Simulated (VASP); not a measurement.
**KGeO3: single point with LDA**

KGeO3:

```
K Ge O
1.0
     3.74649    0.00000    0.00000
     0.00000    3.74649    0.00000
     0.00000    0.00000    3.74649
K Ge O
1 1 3
Direct
  0.00000 0.00000 0.00000
  0.50000 0.50000 0.50000
  0.50000 0.50000 0.00000
  0.00000 0.50000 0.50000
  0.50000 0.00000 0.50000
```

| Property | Result |
| --- | --- |
| Program | VASP 6.6.1 |
| Task | single point |
| Functional | LDA |
| Potentials or basis | VASP PAW LDA potentials, release 64 (K_sv, Ge_d, O) |
| Cutoff | 520 eV |
| k mesh | 5 × 5 × 5 |
| Occupations | gaussian, width 0.05 eV |
| Spin | no spin polarisation |

```yaml
Pressure: 4.0 GPa
```

Levels at points of the mesh, in eV from the Fermi level:
| k point | band 19 | band 20 | band 21 | band 22 | band 23 | band 24 |
| --- | --- | --- | --- | --- | --- | --- |
| (0.00, 0.00, 0.00) | -0.14 | -0.14 | -0.14 | 1.46 | 8.82 | 8.82 |

Run time: 13 s on 1 thread of Intel(R) Xeon(R) Platinum 8375C CPU @ 2.90GHz (Ice Lake) (shared host), peak memory 0.14 GiB.

Caveat: an odd number of electrons without spin polarisation forces a metal; a magnetic or distorted state may lie lower.
